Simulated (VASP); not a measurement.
# HfZrS4 (P2/m) in VASP: settings compared, part 3 of 3

VASP 6.6.1. Earlier steps stand in the parts before.

## Step 5: Single point, LDA

This run uses another cell than the first one, of 26.36 Å³/atom.

Contents of INCAR:

```
PREC = Accurate
ENCUT = 520
EDIFF = 1E-6
ISMEAR = 0
SIGMA = 0.02
LREAL = F
LASPH = T
NELM = 80
ALGO = Normal
ISIF = 2
LWAVE = F
LCHARG = T
GGA = CA
LELF = T
LVHAR = T
NBANDS = 32
```

Contents of KPOINTS:

```
regular mesh
0
Gamma
  4 8 4
```

Contents of POSCAR:

```
HfZrS4
1.0
    6.3522432674      0.0000000000      0.0013853893
    0.0000000000      3.6686850397      0.0000000000
    0.0010243246      0.0000000000      6.7870888084
Zr Hf S
1 1 4
Direct
    0.5000000000      0.5000000000      0.0000000000
    0.0000000000      0.0000000000      0.0000000000
    0.8355081919      0.5000000000      0.2130544352
    0.3309752015      0.0000000000      0.2135046426
    0.6690247985      0.0000000000      0.7864953574
    0.1644918081      0.5000000000      0.7869455648
```

Potentials or basis: VASP PAW LDA potentials, release 64 (Zr_sv, Hf_pv, S).

Started as:

```console
cat potpaw_LDA.64/Zr_sv/POTCAR potpaw_LDA.64/Hf_pv/POTCAR potpaw_LDA.64/S/POTCAR > POTCAR
mpirun -np 1 vasp_std > vasp.out
```

OUTCAR:

```text
PREC = Accurate
   ENCUT = 520
   EDIFF = 1E-6
   ISMEAR = 0
   LREAL = F
   LASPH = T
   NELM = 80
   ISIF = 2
   GGA = CA

 ion  position               nearest neighbor table
   1  0.500  0.500  0.000-   4 2.57   5 2.57   4 2.57   5 2.57   3 2.58   6 2.58   2 3.67   2 3.67
                             2 3.67   2 3.67
   2  0.000  0.000  0.000-   4 2.55   5 2.55   3 2.56   6 2.56   3 2.56   6 2.56   1 3.67   1 3.67
                             1 3.67   1 3.67
   3  0.836  0.500  0.213-   2 2.56   2 2.56   1 2.58
   4  0.331  0.000  0.214-   2 2.55   1 2.57   1 2.57
   5  0.669  0.000  0.786-   2 2.55   1 2.57   1 2.57
   6  0.164  0.500  0.787-   2 2.56   2 2.56   1 2.58

  LATTYP: Found a simple monoclinic cell.
 ALAT       =     6.3522434185
 B/A-ratio  =     0.5775416334
 C/A-ratio  =     1.0684554162
 COS(beta)  =    -0.0003690170

  Lattice vectors:

 A1 = (   6.3522432674,   0.0000000000,   0.0013853893)
 A2 = (   0.0000000000,  -3.6686850397,   0.0000000000)
 A3 = (  -0.0010243246,   0.0000000000,  -6.7870888084)

Analysis of symmetry for initial positions (statically):
=====================================================================
 Subroutine PRICEL returns:
 Original cell was already a primitive cell.

 Routine SETGRP: Setting up the symmetry group for a
 simple monoclinic supercell.

 Subroutine GETGRP returns: Found  4 space group operations
 (whereof  4 operations were pure point group operations)
 out of a pool of  4 trial point group operations.

The static configuration has the point symmetry C_2h.

Analysis of symmetry for dynamics (positions and initial velocities):
=====================================================================
 Subroutine PRICEL returns:
 Original cell was already a primitive cell.

 Routine SETGRP: Setting up the symmetry group for a
 simple monoclinic supercell.

 Subroutine GETGRP returns: Found  4 space group operations
 (whereof  4 operations were pure point group operations)
 out of a pool of  4 trial point group operations.

[... 125 lines left out ...]
   IALGO  =     38    algorithm
   IMIX   =      4    mixing-type and parameters
     AMIX     =   0.40;   BMIX     =  1.00
     AMIX_MAG =   1.60;   BMIX_MAG =  1.00
  volume/ion in A,a.u.               =      26.36       177.90
  Fermi-wavevector in a.u.,A,eV,Ry     =   1.084644  2.049679 16.006600  1.176452
  Thomas-Fermi vector in A             =   2.220739
   LORBIT       =      0    0 simple, 1 ext, 2 COOP (PROOUT), +10 PAW based schemes
   GGA     = CA    functional components
   LHFCALC =     F    Hartree Fock is set to
   AEXX    =    0.0000 exact exchange contribution
   IVDW    =     0    specifies the selected vdW correction
   LEPSILON=     F    determine dielectric tensor
   LRPA    =     F    only Hartree local field effects (RPA)
 non-spin polarized calculation
 Gauss-broadening in eV      SIGMA  =   0.02
  energy-cutoff  :      520.00
  volume of cell :      158.17
 maximum number of plane-waves:      4292
   NGX = 23   NGY = 13   NGZ = 25

 number of electron      46.0000005 magnetization

 Free energy of the ion-electron system (eV)
  ---------------------------------------------------
  ext. energy  EPLUGINS =         0.00000000
  ---------------------------------------------------
  free energy    TOTEN  =       -47.95270419 eV

  energy without entropy =      -47.95270419  energy(sigma->0) =      -47.95270419

 E-fermi :   2.3116     XC(G=0):  -9.0339

 val. band max:        2.2108362414   @ k =   0.0000   0.0000   0.0000
 cond. band min:       3.2120412943   @ k =   0.5000   0.5000   0.5000
 fundamental gap:      1.0012050528
 Fermi energy:         2.3116406632

 k-point     1 :       0.0000    0.0000    0.0000
  band No.  band energies     occupation
      1     -46.4389      2.00000
      2     -28.3044      2.00000
      3     -28.2900      2.00000
      4     -28.2291      2.00000
      5     -24.6421      2.00000
      6     -24.6303      2.00000
[... 829 lines left out ...]
     31       7.0811      0.00000
     32       7.5023      0.00000

 [... further k-points ...]
[... 5 lines left out ...]
  --------------------------------------------------------------------------------------
  -------------------------------------------------------------------------------------
  Total       -4.9735444     -4.9810179     -3.7581810      0.0000000      0.0000000      0.0036977
  in kB      -50.3796924    -50.4553962    -38.0686269      0.0000000      0.0000000      0.0374562
  external PRESSURE =     -46.3012385 kB  Pullay stress =       0.0000000 kB

 VOLUME and BASIS-vectors are now :
 -----------------------------------------------------------------------------
  energy-cutoff  :      520.00
  volume of cell :      158.17
      direct lattice vectors                 reciprocal lattice vectors
     6.352243267  0.000000000  0.001385389     0.157424707  0.000000000 -0.000023759
     0.000000000  3.668685040  0.000000000     0.000000000  0.272577228  0.000000000
     0.001024325  0.000000000  6.787088808    -0.000032134  0.000000000  0.147338581

 POSITION                                       TOTAL-FORCE (eV/Angst)
 -----------------------------------------------------------------------------------
      3.17612      1.83434      0.00069         0.000000      0.000000      0.000000
      0.00000      0.00000      0.00000         0.000000      0.000000      0.000000
      5.30757      1.83434      1.44718         0.064981      0.000000     -0.502009
      2.10265      0.00000      1.44953        -0.063329      0.000000     -0.464156
      4.25061      0.00000      5.33894         0.063329      0.000000      0.464156
      1.04570      1.83434      5.34130        -0.064981     -0.000000      0.502009
 -----------------------------------------------------------------------------------
    total drift:                                0.000000     -0.000000      0.000000

  FREE ENERGIE OF THE ION-ELECTRON SYSTEM (eV)
  ---------------------------------------------------
  free  energy   TOTEN  =       -47.9527041934 eV

  energy  without entropy=      -47.9527041934  energy(sigma->0) =      -47.95270419
```

stdout:

```text
POSCAR found type information on POSCAR ZrHfS
 POSCAR found :  3 types and       6 ions
 scaLAPACK will be used
 LDA part: xc-table for (Slater(with rela. corr.)+CA(PZ))
 , standard interpolation
 POSCAR, INCAR and KPOINTS ok, starting setup
 FFT: planning ... GRIDC
 FFT: planning ... GRID_SOFT
 FFT: planning ... GRID
 WAVECAR not read
 entering main loop
```

Run time: 11 min. Hardware: 1 thread of Intel Xeon 8259CL, shared host; peak memory 0.37 GiB.

What came out:

- Free energy: -47.9527 eV
- Pressure: -4.6 GPa
- Largest force: 0.506 eV/Å
- Band gap on the k mesh: 1.00 eV (least direct gap 1.04 eV)

Forces on the atoms (eV/Å):
```
Zr   0.000  0.000  0.000
Hf   0.000  0.000  0.000
S    0.065  0.000 -0.502
S   -0.063  0.000 -0.464
S    0.063  0.000  0.464
S   -0.065  0.000  0.502
```

Levels at points of the mesh, in eV from the valence-band top:
| k point | band 19 | band 20 | band 21 | band 22 | band 23 | band 24 | band 25 | band 26 | band 27 | band 28 |
| --- | --- | --- | --- | --- | --- | --- | --- | --- | --- | --- |
| (0.00, 0.00, 0.00) | -1.38 | -1.03 | -0.46 | 0.00 | 0.00 | 1.13 | 1.71 | 1.75 | 2.39 | 3.57 |
| (0.50, 0.00, 0.00) | -2.34 | -0.91 | -0.87 | -0.39 | -0.37 | 1.38 | 1.62 | 2.70 | 2.99 | 3.17 |
| (0.00, 0.50, 0.00) | -2.12 | -2.10 | -1.97 | -1.18 | -1.07 | 2.10 | 2.49 | 2.75 | 3.14 | 3.37 |
| (0.50, 0.50, 0.00) | -2.23 | -1.39 | -1.38 | -1.05 | -0.99 | 1.10 | 1.19 | 3.34 | 3.59 | 3.79 |
| (0.00, 0.00, 0.50) | -1.26 | -1.04 | -0.98 | -0.02 | -0.02 | 1.02 | 1.70 | 1.74 | 2.62 | 3.57 |
| (0.50, 0.00, 0.50) | -2.22 | -0.91 | -0.87 | -0.62 | -0.57 | 1.32 | 1.56 | 2.71 | 3.18 | 3.21 |
| (0.00, 0.50, 0.50) | -2.01 | -1.96 | -1.91 | -1.19 | -1.09 | 2.12 | 2.52 | 2.52 | 2.87 | 3.38 |
| (0.50, 0.50, 0.50) | -2.20 | -1.06 | -1.05 | -0.98 | -0.93 | 1.00 | 1.07 | 3.34 | 3.60 | 3.79 |

Caveat: the cell stands under tension; spin-orbit coupling is left out, which moves the levels of the heavy elements. A k mesh can miss the band edges.

## Step 6: Overview

| level | potentials or basis | cell | k mesh | smearing | gap on the mesh (eV) | pressure (GPa) | largest force (eV/Å) |
| --- | --- | --- | --- | --- | --- | --- | --- |
| PBE | VASP PAW PBE potentials, release 64 (Zr_sv, Hf_pv, S) | a = 5.873, b = 3.589, c = 6.215 Å, 6 atoms, atomic positions A | 4 × 6 × 4 | gaussian 0.1 eV | 1.00 | 8.1 | 1.06 |
| PBE | VASP PAW PBE potentials, release 64 (Zr_sv, Hf_pv, S) | a = 6.496, b = 3.672, c = 6.351 Å, 6 atoms, atomic positions B | 4 × 6 × 4 | gaussian 0.1 eV | 1.13 | -0.2 | 0.06 |
| PBE | VASP PAW PBE potentials, release 64 (Zr_sv, Hf_pv, S) | a = 6.352, b = 3.669, c = 6.787 Å, 6 atoms, atomic positions C | 4 × 8 × 4 | gaussian 0.02 eV | 1.14 | -0.2 | 0.05 |
| LDA | VASP PAW LDA potentials, release 64 (Zr_sv, Hf_pv, S) | a = 6.352, b = 3.669, c = 6.787 Å, 6 atoms, atomic positions C | 4 × 8 × 4 | gaussian 0.02 eV | 1.00 | -4.6 | 0.51 |

Alike in all rows: task single point; no spin polarisation; cutoff (eV) 520.

Caveats: spin-orbit coupling is left out, which moves the levels of the heavy elements; this functional lacks dispersion, which binds layers or chains, so the pressure and a relaxed spacing across them are unreliable (at least some runs); the cell stands under pressure (at least some runs); forces of over 1 eV/Å act on the atoms, so gaps and moduli don't describe the material at rest (at least some runs); the cell stands under tension (at least some runs).

Absolute energies hang on the potentials; compare differences alone.
